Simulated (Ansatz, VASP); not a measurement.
Na in VASP and in Ansatz

```xyz
1
Lattice="0.0000 2.1663 2.1663 2.1663 0.0000 2.1663 2.1663 2.1663 0.0000" Properties=species:S:1:pos:R:3 pbc="T T T"
Na    0.0000    0.0000    0.0000
```

Change from the starting cell: volume scaled by 0.55, norm-conserving files.

Alike in both runs: task single point; functional PBE; k mesh 14 × 14 × 14; occupations fermi-dirac, width 0.1 eV; no spin polarisation.

```csv
,VASP,Ansatz
version,VASP 6.6.1,Ansatz 0.2.0
potentials or method,"VASP PAW PBE potentials, release 64 (Na_pv)",scalar-relativistic
plane-wave cutoff (eV),520,1197
valence electrons in the cell,7,9
```

Ansatz gave:

| Quantity | Value |
| --- | --- |
| pressure (GPa) | 14.2 |

Question: What did VASP give for the same quantities?

Answer: Pressure (GPa): 14.1.

With one functional, cell and mesh, what is left measures potentials, basis and numerics. VASP's potentials hold 7 valence electrons a cell and Ansatz's 9, so a difference there can come from the potentials and not from the codes.
